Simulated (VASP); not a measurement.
# Al (P6_3/mmc) in VASP: a series of runs

Al is run at these levels: PBEsol; tasks: single point.

Everything below comes from runs of VASP 6.6.1. Logs are shortened: lines on timing, memory, paths and dates and some standing lists are left out, and cuts for length are marked.

### Step 1. The cell of the first run

Symmetry: P6_3/mmc, No. 194, hexagonal system. Conventional cell: a = 2.822 Å, b = 2.822 Å, c = 4.637 Å, α = 90.00°, β = 90.00°, γ = 120.00°. Al (site symmetry -6m2) has 12 Al at 2.82 to 2.83 Å within 3.7 Å.

### Step 2. Single point, PBEsol (strain -0.0100 x Voigt [1, 1, 0, 0, 0, 0])

INCAR reads:

```
PREC = Accurate
ENCUT = 520
EDIFF = 1E-6
ISMEAR = 0
SIGMA = 0.15
LREAL = False
LASPH = True
NELM = 60
ALGO = Fast
ISIF = 2
LWAVE = False
LCHARG = False
GGA = PS
NBANDS = 10
```

KPOINTS reads:

```
Automatic mesh
0
Gamma
  24 24 14
```

POSCAR reads:

```
Al
1.0
    2.8215688043      0.0000000000      0.0000000000
   -1.4107844021      2.4435502630      0.0000000000
    0.0000000000      0.0000000000      4.6373174459
Al
2
Direct
    0.6666666667      0.3333333333      0.7500000000
    0.3333333333      0.6666666667      0.2500000000
```

Potentials or basis: VASP PAW PBE potentials, release 64 (Al).

The run is started by

```
$ cat potpaw_PBE.64/Al/POTCAR > POTCAR
$ mpirun -np 1 vasp_std > vasp.out
```

OUTCAR:

```text
PREC = Accurate
   ENCUT = 520
   EDIFF = 1E-6
   ISMEAR = 0
   LREAL = False
   LASPH = True
   NELM = 60
   ISIF = 2
   GGA = PS

 ion  position               nearest neighbor table
   1  0.667  0.333  0.750-   2 2.83   2 2.83   2 2.83   2 2.83   2 2.83   2 2.83
   2  0.333  0.667  0.250-   1 2.83   1 2.83   1 2.83   1 2.83   1 2.83   1 2.83

  LATTYP: Found a hexagonal cell.
 ALAT       =     2.8215688043
 C/A-ratio  =     1.6435244956

  Lattice vectors:

 A1 = (   2.8215688043,   0.0000000000,   0.0000000000)
 A2 = (  -1.4107844021,   2.4435502630,   0.0000000000)
 A3 = (   0.0000000000,   0.0000000000,   4.6373174459)

Analysis of symmetry for initial positions (statically):
=====================================================================
 Subroutine PRICEL returns:
 Original cell was already a primitive cell.

 Routine SETGRP: Setting up the symmetry group for a
 hexagonal supercell.

 Subroutine GETGRP returns: Found 24 space group operations
 (whereof 12 operations were pure point group operations)
 out of a pool of 24 trial point group operations.

The static configuration has the point symmetry D_3d.
 The point group associated with its full space group is D_6h.

Analysis of symmetry for dynamics (positions and initial velocities):
=====================================================================
 Subroutine PRICEL returns:
 Original cell was already a primitive cell.

 Routine SETGRP: Setting up the symmetry group for a
 hexagonal supercell.

 Subroutine GETGRP returns: Found 24 space group operations
 (whereof 12 operations were pure point group operations)
 out of a pool of 24 trial point group operations.

The dynamic configuration has the point symmetry D_3d.
 The point group associated with its full space group is D_6h.

 Subroutine INISYM returns: Found 24 space group operations
 (whereof 12 operations are pure point group operations),
 and found     1 'primitive' translations

----------------------------------------------------------------------------------------

                                     Primitive cell

  volume of cell :      31.9727

  direct lattice vectors                    reciprocal lattice vectors
     2.821568804  0.000000000  0.000000000     0.354412764  0.204620305  0.000000000
    -1.410784402  2.443550263  0.000000000     0.000000000  0.409240610  0.000000000
[... 91 lines left out ...]
   ISIF   =      2    stress and relaxation
   ISYM   =      2    0-nonsym 1-usesym 2-fastsym
   POTIM  = 0.5000    time-step for ionic-motion
   TEBEG  =    0.0;   TEEND  =   0.0 temperature during run
   PSTRESS=    0.0 pullay stress
   NELECT =       6.0000    total number of electrons
   NUPDOWN=      -1.0000    fix difference up-down
   EMIN   =  10.00;   EMAX   =-10.00  energy-range for DOS
   EFERMI =   0.00;   METHOD = LEGACY
   ISMEAR =     0;   SIGMA  =   0.15  broadening in eV -4-tet -1-fermi 0-gaus
   EFERMI_NEDOS =   21; number of points for ismear=-14 and -15
   IALGO  =     68    algorithm
   IMIX   =      4    mixing-type and parameters
     AMIX     =   0.40;   BMIX     =  1.00
     AMIX_MAG =   1.60;   BMIX_MAG =  1.00
  volume/ion in A,a.u.               =      15.99       107.88
  Fermi-wavevector in a.u.,A,eV,Ry     =   0.937272  1.771187 11.952431  0.878479
  Thomas-Fermi vector in A             =   2.064366
   LORBIT       =      0    0 simple, 1 ext, 2 COOP (PROOUT), +10 PAW based schemes
   GGA     = PS    functional components
   LHFCALC =     F    Hartree Fock is set to
   AEXX    =    0.0000 exact exchange contribution
   IVDW    =     0    specifies the selected vdW correction
   LEPSILON=     F    determine dielectric tensor
   LRPA    =     F    only Hartree local field effects (RPA)
 non-spin polarized calculation
 RMM-DIIS sequential band-by-band and
 Gauss-broadening in eV      SIGMA  =   0.15
  energy-cutoff  :      520.00
  volume of cell :       31.97
 maximum number of plane-waves:       873
 NGX is ok and might be reduce to    24
   NGX = 11   NGY = 11   NGZ = 17

 number of electron       6.0000000 magnetization

 Free energy of the ion-electron system (eV)
  ---------------------------------------------------
  ext. energy  EPLUGINS =         0.00000000
  ---------------------------------------------------
  free energy    TOTEN  =        -8.11949742 eV

  energy without entropy =       -8.11076182  energy(sigma->0) =       -8.11512962

 E-fermi :   8.2843     XC(G=0): -10.3739

 val. band max:        8.2838275798   @ k =   0.2917   0.2083   0.0714
 cond. band min:       8.2924033741   @ k =   0.3333   0.2917   0.4286
 fundamental gap:      0.0085757943
 Fermi energy:         8.2843315171

 k-point     1 :       0.0000    0.0000    0.0000
  band No.  band energies     occupation
      1      -3.0694      2.00000
      2       3.5296      2.00000
      3       3.7802      2.00000
      4      19.2074      0.00000
      5      19.2074      0.00000
      6      19.5028      0.00000
      7      19.5028      0.00000
      8      20.4466      0.00000
      9      22.6914      0.00000
     10      22.7799      0.00000
[... 287 lines left out ...]
 k-point    24 :       0.4583    0.0417    0.0000
  band No.  band energies     occupation
      1       2.5232      2.00000
      2       3.5113      2.00000
      3       8.7035      0.00008
      4       9.2163      0.00000
      5       9.9810      0.00000
      6      10.3110      0.00000
      7      13.4368      0.00000
      8      16.6271      0.00000
      9      19.2823      0.00000
     10      19.4264      0.00000

 [... further k-points ...]

------------------------ aborting loop because EDIFF is reached ----------------------------------------

  FORCE on cell =-STRESS in cart. coord.  units (eV):
  Direction    XX          YY          ZZ          XY          YZ          ZX
  --------------------------------------------------------------------------------------
  -------------------------------------------------------------------------------------
  Total        0.3022004      0.3022004      0.4450580      0.0000000      0.0000000      0.0000000
  in kB       15.1435217     15.1435217     22.3022361      0.0000000      0.0000000      0.0000000
  external PRESSURE =      17.5297598 kB  Pullay stress =       0.0000000 kB

 VOLUME and BASIS-vectors are now :
 -----------------------------------------------------------------------------
  energy-cutoff  :      520.00
  volume of cell :       31.97
      direct lattice vectors                 reciprocal lattice vectors
     2.821568804  0.000000000  0.000000000     0.354412764  0.204620305  0.000000000
    -1.410784402  2.443550263  0.000000000     0.000000000  0.409240610  0.000000000
     0.000000000  0.000000000  4.637317446     0.000000000  0.000000000  0.215641912

 POSITION                                       TOTAL-FORCE (eV/Angst)
 -----------------------------------------------------------------------------------
      1.41078      0.81452      3.47799        -0.000000      0.000000      0.000000
     -0.00000      1.62903      1.15933         0.000000      0.000000      0.000000
 -----------------------------------------------------------------------------------
    total drift:                                0.000000     -0.000000     -0.000000

  FREE ENERGIE OF THE ION-ELECTRON SYSTEM (eV)
  ---------------------------------------------------
  free  energy   TOTEN  =        -8.1194974244 eV

  energy  without entropy=       -8.1107618190  energy(sigma->0) =       -8.11512962
```

stdout:

```text
POSCAR found type information on POSCAR Al
 POSCAR found :  1 types and       2 ions
 scaLAPACK will be used
 -----------------------------------------------------------------------------
|                                                                             |
|                                                                             |
|     You enforced a specific xc type in the INCAR file but a different       |
|     I HOPE YOU KNOW WHAT YOU ARE DOING!                                     |
|                                                                             |
 -----------------------------------------------------------------------------

 LDA part: xc-table for (Slater+PW92), standard interpolation
 POSCAR, INCAR and KPOINTS ok, starting setup
 FFT: planning ... GRIDC
 FFT: planning ... GRID_SOFT
 FFT: planning ... GRID
 WAVECAR not read
 entering main loop
```

Run time: 67 s. Hardware: 1 thread of Intel Xeon Platinum 8375C at 2.90GHz (Ice Lake), shared host; peak memory 0.24 GiB.

Results:

| Quantity | Value |
| --- | --- |
| Free energy | -8.1195 eV |
| Pressure | 1.8 GPa |
| Band gap on the k mesh | zero (band 3 reaches 12.47 eV, above the bottom of band 4 at 5.04 eV) |

Levels at points of the mesh, in eV from the Fermi level:
```csv
k point,band 1,band 2,band 3,band 4,band 5,band 6,band 7
"(0.00, 0.00, 0.00)",-11.35,-4.75,-4.50,10.92,10.92,11.22,11.22
"(0.50, 0.00, 0.00)",-5.38,-5.24,0.60,1.13,1.44,1.79,5.81
"(0.00, 0.00, 0.50)",-9.64,-9.64,3.38,3.38,12.08,12.08,12.08
"(0.50, 0.00, 0.50)",-4.01,-4.01,-3.24,-3.24,7.27,7.27,7.64
```

Caveat: the cell differs from its parent crystal (strain -0.0100 x Voigt [1, 1, 0, 0, 0, 0]); the PAW data sets were made with another functional, which shifts forces and pressure a little.

### Step 3. Single point, PBEsol (strain -0.0050 x Voigt [1, 1, 0, 0, 0, 0])

INCAR reads:

```
ALGO     = Fast           # electronic algorithm
EDIFF    = 1E-6           # SCF threshold, eV
ENCUT    = 520            # plane-wave cutoff, eV
GGA      = PS             # functional
ISIF     = 2              # what is computed and relaxed
ISMEAR   = 0              # smearing method
LASPH    = T              # aspherical terms in the spheres
LCHARG   = F              # write CHGCAR
LREAL    = F              # projectors in reciprocal space
LWAVE    = F              # write WAVECAR
NBANDS   = 10             # bands
NELM     = 80             # most SCF steps
PREC     = Accurate       # precision mode
SIGMA    = 0.15           # smearing width, eV
```

KPOINTS reads:

```
k-points
0
Gamma
  24 24 14
```

POSCAR reads:

```
Al
1.0
    2.8358191518      0.0000000000      0.0000000000
   -1.4179095759      2.4558914260      0.0000000000
    0.0000000000      0.0000000000      4.6373174459
Al
2
Direct
    0.6666666667      0.3333333333      0.7500000000
    0.3333333333      0.6666666667      0.2500000000
```

Potentials or basis: VASP PAW PBE potentials, release 64 (Al).

The run is started by

```
$ cat potpaw_PBE.64/Al/POTCAR > POTCAR
$ mpirun -np 1 vasp_std > vasp.out
```

Run time: 65 s. Hardware: 1 thread of Intel Xeon Platinum 8375C at 2.90GHz (Ice Lake), shared host; peak memory 0.24 GiB.

It converged, with:

```
Free energy            : -8.1216 eV
Pressure               : 0.9 GPa
Band gap on the k mesh : zero (band 3 reaches 12.42 eV, above the bottom of band 4 at 4.93 eV)
```

Stress tensor (GPa, compression positive):
```
0.55 0.00 0.00
0.00 0.55 0.00
0.00 0.00 1.59
```

Levels at points of the mesh, in eV from the Fermi level:
```
           k point  band 1  band 2  band 3  band 4  band 5  band 6
(0.00, 0.00, 0.00)  -11.28   -4.69   -4.43   10.75   10.75   11.10
(0.50, 0.00, 0.00)   -5.37   -5.21    0.60    1.16    1.46    1.80
(0.00, 0.00, 0.50)   -9.57   -9.57    3.45    3.45   11.95   11.95
(0.50, 0.00, 0.50)   -3.99   -3.99   -3.24   -3.24    7.16    7.16
```

Caveat: the cell differs from its parent crystal (strain -0.0050 x Voigt [1, 1, 0, 0, 0, 0]); the PAW data sets were made with another functional, which shifts forces and pressure a little.

### Step 4. Single point, PBEsol (strain +0.0050 x Voigt [1, 1, 0, 0, 0, 0])

INCAR reads:

```
ALGO = Fast
EDIFF = 1E-6
ENCUT = 520
GGA = PS
ISIF = 2
ISMEAR = 0
LASPH = True
LCHARG = True
LELF = True
LREAL = False
LVHAR = True
LWAVE = False
NBANDS = 10
NELM = 80
PREC = Accurate
SIGMA = 0.15
```

KPOINTS is that of step 3.

POSCAR reads:

```
Al
1.0
    2.8643198468      0.0000000000      0.0000000000
   -1.4321599234      2.4805737519      0.0000000000
    0.0000000000      0.0000000000      4.6373174459
Al
2
Direct
    0.6666666667      0.3333333333      0.7500000000
    0.3333333333      0.6666666667      0.2500000000
```

The run is started by

```
$ cat potpaw_PBE.64/Al/POTCAR > POTCAR
$ mpirun -np 1 vasp_std > vasp.out
```

Run time: 65 s. Hardware: 1 thread of Intel Xeon Platinum 8375C at 2.90GHz (Ice Lake), shared host; peak memory 0.25 GiB.

It converged, with:

| Property | Result |
| --- | --- |
| Free energy | -8.1203 eV |
| Pressure | -0.7 GPa |
| Band gap on the k mesh | zero (band 3 reaches 12.31 eV, above the bottom of band 4 at 4.73 eV) |

Stress tensor (GPa, compression positive):
```
-1.15  0.00  0.00
 0.00 -1.15  0.00
 0.00  0.00  0.28
```

Levels at points of the mesh, in eV from the Fermi level:
| k point | band 1 | band 2 | band 3 | band 4 | band 5 | band 6 | band 7 | band 8 |
| --- | --- | --- | --- | --- | --- | --- | --- | --- |
| (0.00, 0.00, 0.00) | -11.15 | -4.55 | -4.28 | 10.42 | 10.42 | 10.86 | 10.86 | 12.18 |
| (0.50, 0.00, 0.00) | -5.37 | -5.16 | 0.61 | 1.21 | 1.50 | 1.82 | 5.48 | 7.23 |
| (0.00, 0.00, 0.50) | -9.44 | -9.44 | 3.60 | 3.60 | 11.69 | 11.69 | 11.69 | 11.69 |
| (0.50, 0.00, 0.50) | -3.94 | -3.94 | -3.24 | -3.24 | 6.95 | 6.95 | 7.58 | 7.58 |

Caveat: the cell differs from its parent crystal (strain +0.0050 x Voigt [1, 1, 0, 0, 0, 0]); the PAW data sets were made with another functional, which shifts forces and pressure a little.

### Step 5. Single point, PBEsol (strain +0.0100 x Voigt [1, 1, 0, 0, 0, 0])

INCAR reads:

```
SYSTEM = Al
ALGO = Fast ; EDIFF = 1E-6
ENCUT = 520 ; GGA = PS
ISIF = 2 ; ISMEAR = 0
LASPH = .TRUE. ; LCHARG = .FALSE.
LREAL = .FALSE. ; LWAVE = .FALSE.
NBANDS = 10 ; NELM = 60
PREC = Accurate ; SIGMA = 0.15
```

KPOINTS reads:

```
k-points
0
G
  24 24 14
  0 0 0
```

POSCAR reads:

```
Al
1.0
    2.8785701943      0.0000000000      0.0000000000
   -1.4392850971      2.4929149148      0.0000000000
    0.0000000000      0.0000000000      4.6373174459
Al
2
Direct
    0.6666666667      0.3333333333      0.7500000000
    0.3333333333      0.6666666667      0.2500000000
```

The run is started by

```
$ cat potpaw_PBE.64/Al/POTCAR > POTCAR
$ mpirun -np 1 vasp_std > vasp.out
```

It took 64 s on 1 thread of Intel Xeon Platinum 8375C at 2.90GHz (Ice Lake), shared host; peak memory 0.25 GiB.

It converged, with:

```
Free energy            : -8.1172 eV
Pressure               : -1.4 GPa
Band gap on the k mesh : zero (band 3 reaches 12.26 eV, above the bottom of band 4 at 4.63 eV)
```

Stress tensor (GPa, compression positive):
```
-1.92  0.00  0.00
 0.00 -1.92  0.00
 0.00  0.00 -0.34
```

Levels at points of the mesh, in eV from the Fermi level:
```csv
k point,band 1,band 2,band 3,band 4,band 5,band 6
"(0.00, 0.00, 0.00)",-11.08,-4.49,-4.20,10.26,10.26,10.74
"(0.50, 0.00, 0.00)",-5.36,-5.14,0.61,1.24,1.52,1.83
"(0.00, 0.00, 0.50)",-9.37,-9.37,3.67,3.67,11.56,11.56
"(0.50, 0.00, 0.50)",-3.92,-3.92,-3.24,-3.24,6.85,6.85
```

Caveat: the cell differs from its parent crystal (strain +0.0100 x Voigt [1, 1, 0, 0, 0, 0]); the PAW data sets were made with another functional, which shifts forces and pressure a little.

### Step 6. Single point, PBEsol (strain +0.0150 x Voigt [1, 1, 0, 0, 0, 0])

INCAR reads:

```
PREC = Accurate
ENCUT = 520
EDIFF = 1E-6
ISMEAR = 0
SIGMA = 0.15
LREAL = False
LASPH = True
NELM = 60
ALGO = Fast
ISIF = 2
LWAVE = False
LCHARG = True
GGA = PS
LELF = True
LVHAR = True
NBANDS = 10
```

KPOINTS reads:

```
regular mesh
0
Gamma
  24 24 14
```

POSCAR reads:

```
Al
1.0
    2.8928205418      0.0000000000      0.0000000000
   -1.4464102709      2.5052560778      0.0000000000
    0.0000000000      0.0000000000      4.6373174459
Al
2
Direct
    0.6666666667      0.3333333333      0.7500000000
    0.3333333333      0.6666666667      0.2500000000
```

Potentials or basis: VASP PAW PBE potentials, release 64 (Al).

The run is started by

```
$ cat potpaw_PBE.64/Al/POTCAR > POTCAR
$ mpirun -np 1 vasp_std > vasp.out
```

Wall time 72 s (1 thread of Intel Xeon Platinum 8375C at 2.90GHz (Ice Lake), shared host); peak memory 0.25 GiB.

Results (log left out):

* Free energy: -8.1125 eV
* Pressure: -2.1 GPa
* Band gap on the k mesh: zero (band 3 reaches 12.20 eV, above the bottom of band 4 at 4.53 eV)

Stress tensor (GPa, compression positive):
```
-2.66  0.00  0.00
 0.00 -2.66  0.00
 0.00  0.00 -0.93
```

Levels at points of the mesh, in eV from the Fermi level:
```csv
k point,band 1,band 2,band 3,band 4,band 5,band 6
"(0.00, 0.00, 0.00)",-11.01,-4.42,-4.13,10.10,10.10,10.63
"(0.50, 0.00, 0.00)",-5.36,-5.11,0.62,1.27,1.55,1.84
"(0.00, 0.00, 0.50)",-9.30,-9.30,3.75,3.75,11.43,11.43
"(0.50, 0.00, 0.50)",-3.89,-3.89,-3.23,-3.23,6.76,6.76
```

Caveat: the cell differs from its parent crystal (strain +0.0150 x Voigt [1, 1, 0, 0, 0, 0]); the PAW data sets were made with another functional, which shifts forces and pressure a little.

### Step 7. Overview

```csv
cell,gap on the mesh (eV),pressure (GPa)
"a = 2.822, b = 2.822, c = 4.637 Å, angles 90.0, 90.0, 120.0°, 2 atoms",none,1.8
"a = 2.836, b = 2.836, c = 4.637 Å, angles 90.0, 90.0, 120.0°, 2 atoms",none,0.9
"a = 2.864, b = 2.864, c = 4.637 Å, angles 90.0, 90.0, 120.0°, 2 atoms",none,-0.7
"a = 2.879, b = 2.879, c = 4.637 Å, angles 90.0, 90.0, 120.0°, 2 atoms",none,-1.4
"a = 2.893, b = 2.893, c = 4.637 Å, angles 90.0, 90.0, 120.0°, 2 atoms",none,-2.1
```

Alike in all rows: task single point; level PBEsol; potentials or basis VASP PAW PBE potentials, release 64 (Al); no spin polarisation; k mesh 24 × 24 × 14; cutoff (eV) 520; smearing gaussian 0.15 eV.

Caveats: the PAW data sets were made with another functional, which shifts forces and pressure a little.

Total energies depend on the potentials used, so only differences within one code and one set of settings carry meaning.
